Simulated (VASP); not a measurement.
# Al in VASP: single point with PBE

Aim: the single point of Al with PBE.

Everything below comes from runs of VASP 6.6.1. Logs are shortened: lines on timing, memory, paths and dates and some standing lists are left out, and cuts for length are marked.

### 1 The cell of the first run

The cell holds a slab with vacuum, 15 atoms: a = 3.868 Å, b = 10.233 Å, c = 28.424 Å, α = 90.00°, β = 90.00°, γ = 100.89°.

### 2 Single point, PBE

INCAR

```
  ALGO = Fast
  DIPOL = 0.5 0.5 0.665
  EDIFF = 1E-6
  ENCUT = 520
  GGA = PE
  IDIPOL = 3
  ISIF = 2
  ISMEAR = 0
  LASPH = True
  LCHARG = False
  LDIPOL = True
  LREAL = Auto
  LWAVE = False
  NBANDS = 36
  NELM = 60
  PREC = Accurate
  SIGMA = 0.1
```

KPOINTS

```
k-points
0
Gamma
  9 4 1
```

POSCAR

```
Al
1.0
    3.8677060743      0.0000000000      0.0000000000
   -1.9338530371     10.0485951440      0.0000000000
    0.0000000000      0.0000000000     28.4240587101
Al
15
Direct
    0.6103096859      0.7218922597      0.5884548882
    0.4160151443      0.3235030873      0.5922566696
    0.0154325135      0.5222344609      0.5945629664
    0.2142405912      0.9249645916      0.5941697707
    0.8220510824      0.1228683393      0.5922869185
    0.1145638867      0.7237217194      0.6632812905
    0.9202330001      0.3216565153      0.6650133733
    0.5264854402      0.5243401024      0.6657539011
    0.7045028014      0.9223350405      0.6654395822
    0.3127550181      0.1251892768      0.6650276602
    0.6164244546      0.7237016768      0.7375968995
    0.4185330610      0.3236013798      0.7387403660
    0.0223688729      0.5245590619      0.7396360727
    0.2096668947      0.9228461480      0.7393590325
    0.8122105905      0.1234950881      0.7388145698
```

Potentials or basis: VASP PAW PBE potentials, release 64 (Al).

Launch:

```
> cat potpaw_PBE.64/Al/POTCAR > POTCAR
> mpirun -np 1 vasp_std > vasp.out
```

OUTCAR:

```text
EDIFF = 1E-6
   ENCUT = 520
   GGA = PE
   ISIF = 2
   ISMEAR = 0
   LASPH = True
   LREAL = Auto
   NELM = 60
   PREC = Accurate

 ion  position               nearest neighbor table
   1  0.610  0.722  0.588-   3 2.78   3 2.81   4 2.81   4 2.82   6 2.87   6 2.88   8 2.96   9 2.97

   2  0.416  0.324  0.592-   5 2.78   3 2.78   3 2.78   5 2.81   7 2.82   7 2.85  10 2.87   8 2.90

   3  0.015  0.522  0.595-   8 2.77   1 2.78   2 2.78   2 2.78   1 2.81   6 2.81   8 2.83   7 2.84
[... 21 lines left out ...]
  14  0.210  0.923  0.739-  11 2.77  15 2.79  15 2.80  11 2.80   9 2.84   9 2.87  10 2.93   6 2.95

  15  0.812  0.123  0.739-  12 2.77  14 2.79  14 2.80  12 2.81  10 2.85  10 2.85   7 2.89   9 2.90

  LATTYP: Found a base centered orthorhombic cell.
 ALAT       =     3.8677060743
 B/A-ratio  =     5.1961524226
 C/A-ratio  =     7.3490741447

  Lattice vectors:

 A1 = (   1.9338530371, -10.0485951440,   0.0000000000)
 A2 = (   1.9338530372,  10.0485951440,   0.0000000000)
 A3 = (   0.0000000000,   0.0000000000,  28.4240587101)

Analysis of symmetry for initial positions (statically):
=====================================================================
 Subroutine PRICEL returns:
 Original cell was already a primitive cell.

 Routine SETGRP: Setting up the symmetry group for a
 base centered orthorhombic supercell.

 Subroutine GETGRP returns: Found  1 space group operations
 (whereof  1 operations were pure point group operations)
 out of a pool of  8 trial point group operations.

The static configuration has the point symmetry C_1 .

Analysis of symmetry for dynamics (positions and initial velocities):
=====================================================================
 Subroutine PRICEL returns:
 Original cell was already a primitive cell.

 Routine SETGRP: Setting up the symmetry group for a
 base centered orthorhombic supercell.

 Subroutine GETGRP returns: Found  1 space group operations
 (whereof  1 operations were pure point group operations)
 out of a pool of  8 trial point group operations.

The dynamic configuration has the point symmetry C_1 .

 Subroutine INISYM returns: Found  1 space group operations
 (whereof  1 operations are pure point group operations),
 and found     1 'primitive' translations

----------------------------------------------------------------------------------------

                                     Primitive cell

  volume of cell :    1104.7014

  direct lattice vectors                    reciprocal lattice vectors
     3.867706074  0.000000000  0.000000000     0.258551188  0.049758199  0.000000000
    -1.933853037 10.048595144  0.000000000     0.000000000  0.099516399  0.000000000
     0.000000000  0.000000000 28.424058710     0.000000000  0.000000000  0.035181464

  length of vectors
     3.867706074 10.232988417 28.424058710     0.263295642  0.099516399  0.035181464

  position of ions in fractional coordinates (direct lattice)
     0.610309686  0.721892260  0.588454888
     0.416015144  0.323503087  0.592256670
     0.015432514  0.522234461  0.594562966
     0.214240591  0.924964592  0.594169771
     0.822051082  0.122868339  0.592286919
     0.114563887  0.723721719  0.663281291
     0.920233000  0.321656515  0.665013373
     0.526485440  0.524340102  0.665753901
     0.704502801  0.922335041  0.665439582
     0.312755018  0.125189277  0.665027660
     0.616424455  0.723701677  0.737596899
     0.418533061  0.323601380  0.738740366
     0.022368873  0.524559062  0.739636073
     0.209666895  0.922846148  0.739359032
     0.812210591  0.123495088  0.738814570

  ion indices of the primitive-cell ions
   primitive index   ion index
                 1           1
                 2           2
                 3           3
                 4           4
                 5           5
                 6           6
                 7           7
                 8           8
                 9           9
                10          10
                11          11
                12          12
                13          13
                14          14
                15          15

----------------------------------------------------------------------------------------

 KPOINTS: k-points

Automatic generation of k-mesh.
 Grid dimensions read from file:
 generate k-points for:    9    4    1

 Generating k-lattice:

  Cartesian coordinates                     Fractional coordinates (reciprocal lattice)
     0.028727910  0.005528689  0.000000000     0.111111111 -0.000000000  0.000000000
     0.000000000  0.024879100  0.000000000     0.000000000  0.250000000  0.000000000
     0.000000000  0.000000000  0.035181464     0.000000000  0.000000000  1.000000000

  Length of vectors
     0.029255071  0.024879100  0.035181464

  Shift w.r.t. Gamma in fractional coordinates (k-lattice)
     0.000000000  0.000000000  0.000000000

 -----------------------------------------------------------------------------
|                                                                             |
|           W    W    AA    RRRRR   N    N  II  N    N   GGGG   !!!           |
|           W    W   A  A   R    R  NN   N  II  NN   N  G    G  !!!           |
|           W    W  A    A  R    R  N N  N  II  N N  N  G       !!!           |
|           W WW W  AAAAAA  RRRRR   N  N N  II  N  N N  G  GGG   !            |
|           WW  WW  A    A  R   R   N   NN  II  N   NN  G    G                |
|           W    W  A    A  R    R  N    N  II  N    N   GGGG   !!!           |
|                                                                             |
|     Your reciprocal lattice and k-lattice belong to different lattice       |
|     classes:                                                                |
|                                                                             |
|        The reciprocal lattice is base centered orthorhombic,                |
|        whereas your k-lattice is simple monoclinic.                         |
|                                                                             |
|     Results are often still useful ...                                      |
|                                                                             |
 -----------------------------------------------------------------------------

 WARNING: IBZKPT: internal override: KBLOWUP is changed to .FALSE.
      ... skipping the blow-up phase ...

 Subroutine IBZKPT returns following result:
 ===========================================

 Found     19 irreducible k-points:

 Following reciprocal coordinates:
            Coordinates               Weight
  0.000000  0.000000  0.000000      1.000000
  0.111111  0.000000  0.000000      2.000000
  0.222222  0.000000  0.000000      2.000000
  0.333333  0.000000  0.000000      2.000000
  0.444444  0.000000  0.000000      2.000000
  0.000000  0.250000  0.000000      2.000000
[... 11 lines left out ...]
  0.333333  0.500000  0.000000      2.000000
  0.444444  0.500000  0.000000      2.000000
   k-points           NKPTS =     19   k-points in BZ     NKDIM =     19   number of bands    NBANDS=     36
   number of dos      NEDOS =    301   number of ions     NIONS =     15
   total plane-waves  NPLWV = 518400
   dimension x,y,z NGX =    30 NGY =   80 NGZ =  216
   dimension x,y,z NGXF=    60 NGYF=  160 NGZF=  432
   ions per type =              15
   NGX,Y,Z   is equivalent  to a cutoff of  12.89, 13.00, 12.63 a.u.
   NGXF,Y,Z  is equivalent  to a cutoff of  25.79, 25.99, 25.27 a.u.
 SYSTEM =  unknown system
   PREC   = accura    normal or accurate (medium, high low for compatibility)
   ISTART =      0    job   : 0-new  1-cont  2-samecut
   ICHARG =      2    charge: 1-file 2-atom 10-const
   ISPIN  =      1    spin polarized calculation?
   LNONCOLLINEAR =      F non collinear calculations
   LSORBIT =      F    spin-orbit coupling
   LASPH  =      T    aspherical Exc in radial PAW
   ENCUT  =  520.0 eV  38.22 Ry    6.18 a.u.   7.19 19.03 52.85*2*pi/ulx,y,z
   NELM   =     60;   NELMIN=  2; NELMDL= -5     # of ELM steps
   EDIFF  = 0.1E-05   stopping-criterion for ELM
   LREAL  =      T    real-space projection
   EDIFFG = 0.1E-04   stopping-criterion for IOM
   NSW    =      0    number of steps for IOM
   IBRION =     -1    ionic relax: 0-MD 1-quasi-New 2-CG
   NFREE  =      0    steps in history (QN), initial steepest desc. (CG)
   ISIF   =      2    stress and relaxation
   ISYM   =      2    0-nonsym 1-usesym 2-fastsym
   POTIM  = 0.5000    time-step for ionic-motion
   TEBEG  =    0.0;   TEEND  =   0.0 temperature during run
   PSTRESS=    0.0 pullay stress
   NELECT =      45.0000    total number of electrons
   NUPDOWN=      -1.0000    fix difference up-down
   EMIN   =  10.00;   EMAX   =-10.00  energy-range for DOS
   EFERMI =   0.00;   METHOD = LEGACY
   ISMEAR =     0;   SIGMA  =   0.10  broadening in eV -4-tet -1-fermi 0-gaus
   EFERMI_NEDOS =   21; number of points for ismear=-14 and -15
   IALGO  =     68    algorithm
   IMIX   =      4    mixing-type and parameters
     AMIX     =   0.40;   BMIX     =  1.00
     AMIX_MAG =   1.60;   BMIX_MAG =  1.00
  volume/ion in A,a.u.               =      73.65       496.99
  Fermi-wavevector in a.u.,A,eV,Ry     =   0.563288  1.064460  4.317042  0.317294
  Thomas-Fermi vector in A             =   1.600366
   LORBIT       =      0    0 simple, 1 ext, 2 COOP (PROOUT), +10 PAW based schemes
   GGA     = PE    functional components
   LHFCALC =     F    Hartree Fock is set to
   AEXX    =    0.0000 exact exchange contribution
   IVDW    =     0    specifies the selected vdW correction
   LEPSILON=     F    determine dielectric tensor
   LRPA    =     F    only Hartree local field effects (RPA)
 non-spin polarized calculation
 RMM-DIIS sequential band-by-band and
 Gauss-broadening in eV      SIGMA  =   0.10
  energy-cutoff  :      520.00
  volume of cell :     1104.70
 maximum number of plane-waves:     29821
 NGX is ok and might be reduce to    30
   NGX = 15   NGY = 39   NGZ =105

 dipolmoment           0.000000      0.000000      0.005457 electrons x Angstroem

 number of electron      45.0000000 magnetization

 dipolmoment           0.000000      0.000000     -0.001407 electrons x Angstroem

 Free energy of the ion-electron system (eV)
  ---------------------------------------------------
  ext. energy  EPLUGINS =         0.00000000
  ---------------------------------------------------
  free energy    TOTEN  =       -51.58855600 eV

  energy without entropy =      -51.55585745  energy(sigma->0) =      -51.57220673

 E-fermi :  -1.5359     XC(G=0):  -2.9569

 val. band max:       -1.5585195339   @ k =   0.4444   0.2500   0.0000
 cond. band min:      -1.5337847715   @ k =   0.0000   0.2500   0.0000
 fundamental gap:      0.0247347624
 Fermi energy:        -1.5359005401

 k-point     1 :       0.0000    0.0000    0.0000
  band No.  band energies     occupation
      1     -12.0540      2.00000
      2     -10.6041      2.00000
      3     -10.5988      2.00000
      4      -9.9092      2.00000
      5      -8.4791      2.00000
      6      -8.4652      2.00000
[... 692 lines left out ...]
     33       0.4777      0.00000
     34       0.6251      0.00000
 [bands above 34 left out]

------------------------ aborting loop because EDIFF is reached ----------------------------------------

 vacuum level on the upper side and lower side of the slab       (xc-potential included)        -0.012        -0.005

  FORCE on cell =-STRESS in cart. coord.  units (eV):
  Direction    XX          YY          ZZ          XY          YZ          ZX
  --------------------------------------------------------------------------------------
  -------------------------------------------------------------------------------------
  Total       -1.0974751     -4.2438527      2.1123454      1.1405767     -0.0347667     -0.0036466
  in kB       -1.5916969     -6.1549705      3.0635897      1.6542082     -0.0504231     -0.0052888
  external PRESSURE =      -1.5610259 kB  Pullay stress =       0.0000000 kB

 VOLUME and BASIS-vectors are now :
 -----------------------------------------------------------------------------
  energy-cutoff  :      520.00
  volume of cell :     1104.70
      direct lattice vectors                 reciprocal lattice vectors
     3.867706074  0.000000000  0.000000000     0.258551188  0.049758199  0.000000000
    -1.933853037 10.048595144  0.000000000     0.000000000  0.099516399  0.000000000
     0.000000000  0.000000000 28.424058710     0.000000000  0.000000000  0.035181464

 POSITION                                       TOTAL-FORCE (eV/Angst)
 -----------------------------------------------------------------------------------
      0.96446      7.25400     16.72628         0.041561      0.052686      0.057371
      0.98342      3.25075     16.83434         0.064306      0.005173     -0.138435
     -0.95024      5.24772     16.89989         0.034711     -0.005252     -0.296480
     -0.96013      9.29459     16.88872        -0.013369     -0.061411     -0.281738
      2.94184      1.23465     16.83520        -0.130922      0.017063     -0.144228
     -0.95647      7.27239     18.85315         0.002112     -0.006765      0.151702
      2.93715      3.23220     18.90238        -0.068429      0.088214      0.127217
      1.02229      5.26888     18.92343        -0.166793     -0.037404      0.077011
      0.94115      9.26817     18.91449         0.153437      0.040871      0.072763
      0.96755      1.25798     18.90279         0.081997     -0.089009      0.128031
      0.98462      7.27219     20.96550        -0.009718      0.001705      0.091302
      0.99297      3.25174     20.99800        -0.001999      0.012487      0.069801
     -0.92790      5.27108     21.02346        -0.008530     -0.020088      0.008370
     -0.97372      9.27331     21.01558         0.007546      0.014787      0.018623
      2.90257      1.24095     21.00011         0.014091     -0.013059      0.058692
 -----------------------------------------------------------------------------------
    total drift:                                0.007815     -0.011360      0.008592

  FREE ENERGIE OF THE ION-ELECTRON SYSTEM (eV)
  ---------------------------------------------------
  free  energy   TOTEN  =       -51.5885560045 eV

  energy  without entropy=      -51.5558574497  energy(sigma->0) =      -51.57220673

 vacuum level on the upper side and lower side of the slab         2.786         2.793
```

It took 18 min on 1 thread of Intel Xeon 6975P-C (Granite Rapids), shared host; peak memory 1.2 GiB.

What came out:

```
Free energy   : -51.5886 eV
Largest force : 0.299 eV/Å
```

Forces in eV/Å, atoms in the order of the input:
```
Al   0.042  0.053  0.057
Al   0.064  0.005 -0.138
Al   0.035 -0.005 -0.296
Al  -0.013 -0.061 -0.282
Al  -0.131  0.017 -0.144
Al   0.002 -0.007  0.152
Al  -0.068  0.088  0.127
Al  -0.167 -0.037  0.077
Al   0.153  0.041  0.073
Al   0.082 -0.089  0.128
Al  -0.010  0.002  0.091
Al  -0.002  0.012  0.070
Al  -0.009 -0.020  0.008
Al   0.008  0.015  0.019
Al   0.014 -0.013  0.059
```

Levels at points of the mesh, in eV from the Fermi level:
| k point | band 19 | band 20 | band 21 | band 22 | band 23 | band 24 | band 25 | band 26 |
| --- | --- | --- | --- | --- | --- | --- | --- | --- |
| (0.00, 0.00, 0.00) | 0.16 | 0.18 | 0.54 | 0.55 | 0.60 | 0.62 | 1.27 | 1.34 |
| (0.00, 0.50, 0.00) | -0.37 | -0.31 | 0.01 | 0.28 | 0.91 | 0.92 | 1.25 | 1.36 |
